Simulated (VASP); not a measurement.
# InSe in VASP: notebook

The runs below take InSe through single point, with PBE+D3(BJ).

All numbers are computed with VASP 6.6.1; they aren't measurements. Logs are shortened: lines on timing, memory, paths and dates and some standing lists are left out, and cuts for length are marked.

**1. The cell of the first run**

The cell holds a slab with vacuum, 4 atoms: a = 4.161 Å, b = 4.161 Å, c = 36.720 Å, α = 90.00°, β = 90.00°, γ = 120.00°.

**2. Single point, PBE+D3(BJ)**

INCAR reads:

```
SYSTEM = InSe
PREC = Accurate
ENCUT = 520
EDIFF = 1E-6
ISMEAR = 0
SIGMA = 0.02
LREAL = .False.
LASPH = .True.
NELM = 60
ALGO = Normal
ISIF = 2
LWAVE = .False.
LCHARG = .False.
LDIPOL = .True.
IDIPOL = 3
DIPOL = 0.5 0.5 0.500
GGA = PE
IVDW = 12
NBANDS = 27
```

KPOINTS reads:

```
regular mesh
0
Gamma
  9 9 1
  0 0 0
```

POSCAR reads:

```
InSe
1.0
    4.1610000000      0.0000000000      0.0000000000
   -2.0805000000      3.6035317051      0.0000000000
    0.0000000000      0.0000000000     36.7199571806
Se In
2 2
Direct
    0.0000000000      0.0000000000      0.4314266711
    0.0000000000      0.0000000000      0.5685455674
    0.6666666667      0.3333333333      0.4644104082
    0.6666666667      0.3333333333      0.5355618847
```

Potentials or basis: VASP PAW PBE potentials, release 64 (Se, In_d).

Started as:

```
> cat potpaw_PBE.64/Se/POTCAR potpaw_PBE.64/In_d/POTCAR > POTCAR
> mpirun -np 1 vasp_std > vasp.out
```

OUTCAR:

```text
SYSTEM = InSe
   PREC = Accurate
   ENCUT = 520
   EDIFF = 1E-6
   ISMEAR = 0
   LREAL = .False.
   LASPH = .True.
   NELM = 60
   ISIF = 2
   GGA = PE
   IVDW = 12
 IVDW          = 12

 ion  position               nearest neighbor table
   1  0.000  0.000  0.431-   3 2.69   3 2.69   3 2.69
   2  0.000  0.000  0.569-   4 2.69   4 2.69   4 2.69
   3  0.667  0.333  0.464-   4 2.61   1 2.69   1 2.69   1 2.69
   4  0.667  0.333  0.536-   3 2.61   2 2.69   2 2.69   2 2.69

  LATTYP: Found a hexagonal cell.
 ALAT       =     4.1610000000
 C/A-ratio  =     8.8247914397

  Lattice vectors:

 A1 = (   4.1610000000,   0.0000000000,   0.0000000000)
 A2 = (  -2.0805000000,   3.6035317051,   0.0000000000)
 A3 = (   0.0000000000,   0.0000000000,  36.7199571806)

Analysis of symmetry for initial positions (statically):
=====================================================================
 Subroutine PRICEL returns:
 Original cell was already a primitive cell.

 Routine SETGRP: Setting up the symmetry group for a
 hexagonal supercell.

 Subroutine GETGRP returns: Found 12 space group operations
 (whereof  6 operations were pure point group operations)
 out of a pool of 24 trial point group operations.

The static configuration has the point symmetry C_3v.
 The point group associated with its full space group is D_3h.

Analysis of symmetry for dynamics (positions and initial velocities):
=====================================================================
 Subroutine PRICEL returns:
 Original cell was already a primitive cell.

 Routine SETGRP: Setting up the symmetry group for a
 hexagonal supercell.

 Subroutine GETGRP returns: Found 12 space group operations
 (whereof  6 operations were pure point group operations)
 out of a pool of 24 trial point group operations.

The dynamic configuration has the point symmetry C_3v.
 The point group associated with its full space group is D_3h.

 Subroutine INISYM returns: Found 12 space group operations
 (whereof  6 operations are pure point group operations),
 and found     1 'primitive' translations

----------------------------------------------------------------------------------------

                                     Primitive cell

  volume of cell :     550.5899

  direct lattice vectors                    reciprocal lattice vectors
     4.161000000  0.000000000  0.000000000     0.240326845  0.138752768  0.000000000
    -2.080500000  3.603531705  0.000000000     0.000000000  0.277505537  0.000000000
     0.000000000  0.000000000 36.719957181     0.000000000  0.000000000  0.027233147
[... 84 lines left out ...]
   TEBEG  =    0.0;   TEEND  =   0.0 temperature during run
   PSTRESS=    0.0 pullay stress
   NELECT =      38.0000    total number of electrons
   NUPDOWN=      -1.0000    fix difference up-down
   EMIN   =  10.00;   EMAX   =-10.00  energy-range for DOS
   EFERMI =   0.00;   METHOD = LEGACY
   ISMEAR =     0;   SIGMA  =   0.02  broadening in eV -4-tet -1-fermi 0-gaus
   EFERMI_NEDOS =   21; number of points for ismear=-14 and -15
   IALGO  =     38    algorithm
   IMIX   =      4    mixing-type and parameters
     AMIX     =   0.40;   BMIX     =  1.00
     AMIX_MAG =   1.60;   BMIX_MAG =  1.00
  volume/ion in A,a.u.               =     137.65       928.89
  Fermi-wavevector in a.u.,A,eV,Ry     =   0.671522  1.268992  6.135427  0.450941
  Thomas-Fermi vector in A             =   1.747366
   LORBIT       =      0    0 simple, 1 ext, 2 COOP (PROOUT), +10 PAW based schemes
   GGA     = PE    functional components
   LHFCALC =     F    Hartree Fock is set to
   AEXX    =    0.0000 exact exchange contribution
   IVDW    =    12    specifies the selected vdW correction
   LEPSILON=     F    determine dielectric tensor
   LRPA    =     F    only Hartree local field effects (RPA)
 non-spin polarized calculation
 Gauss-broadening in eV      SIGMA  =   0.02
  energy-cutoff  :      520.00
  volume of cell :      550.59
 maximum number of plane-waves:     14869
 NGX is ok and might be reduce to    32
   NGX = 15   NGY = 15   NGZ =137

 dipolmoment           0.000000      0.000000      0.000000 electrons x Angstroem

 number of electron      37.9999996 magnetization

 dipolmoment           0.000000      0.000000     -0.000012 electrons x Angstroem

 Free energy of the ion-electron system (eV)
  ---------------------------------------------------
  ext. energy  EPLUGINS =         0.00000000
  ---------------------------------------------------
  free energy    TOTEN  =       -14.05459190 eV

  energy without entropy =      -14.05459190  energy(sigma->0) =      -14.05459190

 E-fermi :  -3.7243     XC(G=0):  -2.2049

 val. band max:       -3.8437275248   @ k =   0.1111   0.0000   0.0000
 cond. band min:      -2.7327733836   @ k =   0.0000   0.0000   0.0000
 fundamental gap:      1.1109541413
 Fermi energy:        -3.7243204546

 k-point     1 :       0.0000    0.0000    0.0000
  band No.  band energies     occupation
      1     -18.3385      2.00000
      2     -18.0218      2.00000
      3     -18.0218      2.00000
      4     -17.8672      2.00000
      5     -17.8672      2.00000
      6     -17.8281      2.00000
[... 349 lines left out ...]
     26       3.5501      0.00000
     27       3.8933      0.00000

------------------------ aborting loop because EDIFF is reached ----------------------------------------

 vacuum level on the upper side and lower side of the slab       (xc-potential included)        -0.006        -0.006

 Edisp (eV)   -0.85963

 E8    (eV) :    -0.4158

  FORCE on cell =-STRESS in cart. coord.  units (eV):
  Direction    XX          YY          ZZ          XY          YZ          ZX
  --------------------------------------------------------------------------------------
  -------------------------------------------------------------------------------------
  Total      -1.72245    -1.72245     3.71642     0.00000     0.00000     0.00000
  in kB      -5.01221    -5.01221    10.81453     0.00000     0.00000     0.00000
  external pressure =        0.26 kB  Pullay stress =        0.00 kB

 VOLUME and BASIS-vectors are now :
 -----------------------------------------------------------------------------
  energy-cutoff  :      520.00
  volume of cell :      550.59
      direct lattice vectors                 reciprocal lattice vectors
     4.161000000  0.000000000  0.000000000     0.240326845  0.138752768  0.000000000
    -2.080500000  3.603531705  0.000000000     0.000000000  0.277505537  0.000000000
     0.000000000  0.000000000 36.719957181     0.000000000  0.000000000  0.027233147

 POSITION                                       TOTAL-FORCE (eV/Angst)
 -----------------------------------------------------------------------------------
      0.00000      0.00000     15.84197         0.000000     -0.000000     -0.104544
      0.00000      0.00000     20.87697         0.000000     -0.000000      0.104544
      2.08050      1.20118     17.05313         0.000000      0.000000     -1.229269
      2.08050      1.20118     19.66581        -0.000000      0.000000      1.229269
 -----------------------------------------------------------------------------------
    total drift:                               -0.000001      0.000001     -0.001429

  FREE ENERGIE OF THE ION-ELECTRON SYSTEM (eV)
  ---------------------------------------------------
  free  energy   TOTEN  =       -14.9142194618 eV

  energy  without entropy=      -14.9142194618  energy(sigma->0) =      -14.91421946

 vacuum level on the upper side and lower side of the slab         1.988         1.988
```

OSZICAR:

```text
N       E                     dE             d eps       ncg     rms          rms(c)
DAV:   1     0.292294200546E+03    0.29229E+03   -0.14302E+04   744   0.104E+03
DAV:   2     0.198015933993E+02   -0.27249E+03   -0.26831E+03   786   0.260E+02
DAV:   3    -0.133877357166E+02   -0.33189E+02   -0.32926E+02   848   0.111E+02
[... 14 lines left out ...]
DAV:  18    -0.140545842324E+02   -0.58833E-05   -0.83094E-08   601   0.150E-03    0.496E-04
DAV:  19    -0.140545890330E+02   -0.48006E-05   -0.67724E-08   555   0.145E-03    0.349E-04
DAV:  20    -0.140545903551E+02   -0.13220E-05   -0.14283E-08   562   0.121E-03    0.143E-04
DAV:  21    -0.140545916545E+02   -0.12994E-05   -0.36534E-08   554   0.576E-04    0.128E-04
DAV:  22    -0.140545918986E+02   -0.24411E-06   -0.19428E-09   538   0.380E-04
   1 F= -.14914219E+02 E0= -.14914219E+02  d E =-.276466E-18
```

stdout:

```text
POSCAR found type information on POSCAR SeIn
 POSCAR found :  2 types and       4 ions
 scaLAPACK will be used
 LDA part: xc-table for (Slater+PW92), standard interpolation
 POSCAR, INCAR and KPOINTS ok, starting setup
 FFT: planning ... GRIDC
 FFT: planning ... GRID_SOFT
 FFT: planning ... GRID
 WAVECAR not read
 entering main loop
```

Wall time 9.7 min (1 thread of Intel Xeon 8259CL, shared host); peak memory 0.66 GiB.

What came out:

```
Free energy                : -14.9142 eV
Largest force              : 1.229 eV/Å
Band gap on the k mesh     : 1.11 eV (least direct gap 1.20 eV)
Dispersion energy per atom : -0.215 eV
```

Forces in eV/Å, atoms in the order of the input:
```
Se   0.000  0.000 -0.105
Se   0.000  0.000  0.105
In   0.000  0.000 -1.229
In   0.000  0.000  1.229
```

Caveat: spin-orbit coupling is left out, which moves the levels of the heavy elements.

**3. Single point, PBE+D3(BJ)**

INCAR reads:

```
ALGO = Normal ; DIPOL = 0.5 0.5 0.500
EDIFF = 1E-6 ; ENCUT = 520
GGA = PE ; IDIPOL = 3
ISIF = 2 ; ISMEAR = 0
IVDW = 12 ; LASPH = True
LCHARG = True ; LDIPOL = True
LELF = True ; LREAL = False
LVACPOTAV = True ; LVHAR = True
LWAVE = False ; NBANDS = 27
NELM = 100 ; PREC = Accurate
SIGMA = 0.02
```

KPOINTS reads:

```
k-points
0
Gamma
  9 9 1
```

POSCAR reads:

```
InSe
1.0
    4.1610000000      0.0000000000      0.0000000000
   -2.0805000000      3.6035317051      0.0000000000
    0.0000000000      0.0000000000     36.7199571806
Se In
2 2
Direct
    0.0000000000      0.0000000000      0.4282403929
    0.0000000000      0.0000000000      0.5717318456
    0.6666666667      0.3333333333      0.4627570385
    0.6666666667      0.3333333333      0.5372152569
```

Potentials or basis: VASP PAW PBE potentials, release 64 (Se, In_d).

Started as:

```
> cat potpaw_PBE.64/Se/POTCAR potpaw_PBE.64/In_d/POTCAR > POTCAR
> mpirun -np 1 vasp_std > vasp.out
```

OUTCAR:

```text
EDIFF = 1E-6
   ENCUT = 520
   GGA = PE
   ISIF = 2
   ISMEAR = 0
   IVDW = 12
   LASPH = True
   LREAL = False
   NELM = 100
   PREC = Accurate
 IVDW          = 12

 ion  position               nearest neighbor table
   1  0.000  0.000  0.428-   3 2.72   3 2.72   3 2.72
   2  0.000  0.000  0.572-   4 2.72   4 2.72   4 2.72
   3  0.667  0.333  0.463-   1 2.72   1 2.72   1 2.72   4 2.73
   4  0.667  0.333  0.537-   2 2.72   2 2.72   2 2.72   3 2.73

  LATTYP: Found a hexagonal cell.
 ALAT       =     4.1610000000
[... 557 lines left out ...]
  --------------------------------------------------------------------------------------
  -------------------------------------------------------------------------------------
  Total      -2.40426    -2.40426     0.40111     0.00000     0.00000     0.00000
  in kB      -6.99622    -6.99622     1.16719     0.00000     0.00000     0.00000
  external pressure =       -4.28 kB  Pullay stress =        0.00 kB

 VOLUME and BASIS-vectors are now :
 -----------------------------------------------------------------------------
  energy-cutoff  :      520.00
  volume of cell :      550.59
      direct lattice vectors                 reciprocal lattice vectors
     4.161000000  0.000000000  0.000000000     0.240326845  0.138752768  0.000000000
    -2.080500000  3.603531705  0.000000000     0.000000000  0.277505537  0.000000000
     0.000000000  0.000000000 36.719957181     0.000000000  0.000000000  0.027233147

 POSITION                                       TOTAL-FORCE (eV/Angst)
 -----------------------------------------------------------------------------------
      0.00000      0.00000     15.72497         0.000000     -0.000000      0.239630
      0.00000      0.00000     20.99397         0.000000      0.000000     -0.239630
      2.08050      1.20118     16.99242        -0.000000      0.000000     -0.616964
      2.08050      1.20118     19.72652         0.000000      0.000000      0.616964
 -----------------------------------------------------------------------------------
    total drift:                               -0.000001      0.000001     -0.001507

  FREE ENERGIE OF THE ION-ELECTRON SYSTEM (eV)
  ---------------------------------------------------
  free  energy   TOTEN  =       -15.0061817344 eV

  energy  without entropy=      -15.0061817344  energy(sigma->0) =      -15.00618173

 vacuum level on the upper side and lower side of the slab         1.998         1.998
```

stdout:

```text
POSCAR found type information on POSCAR SeIn
 POSCAR found :  2 types and       4 ions
 scaLAPACK will be used
 LDA part: xc-table for (Slater+PW92), standard interpolation
 POSCAR, INCAR and KPOINTS ok, starting setup
 FFT: planning ... GRIDC
 FFT: planning ... GRID_SOFT
 FFT: planning ... GRID
 WAVECAR not read
 entering main loop
```

Wall time 9.3 min (1 thread of Intel Xeon 8259CL, shared host); peak memory 0.65 GiB.

Results:

| Property | Result |
| --- | --- |
| Free energy | -15.0062 eV |
| Largest force | 0.617 eV/Å |
| Band gap on the k mesh | 1.21 eV (least direct gap 1.28 eV) |
| Dispersion energy per atom | -0.209 eV |
| Ionisation potential of the upper face | 5.93 eV |

Forces in eV/Å, atoms in the order of the input:
```
Se   0.000  0.000  0.240
Se   0.000  0.000 -0.240
In   0.000  0.000 -0.617
In   0.000  0.000  0.617
```

Caveat: spin-orbit coupling is left out, which moves the levels of the heavy elements.
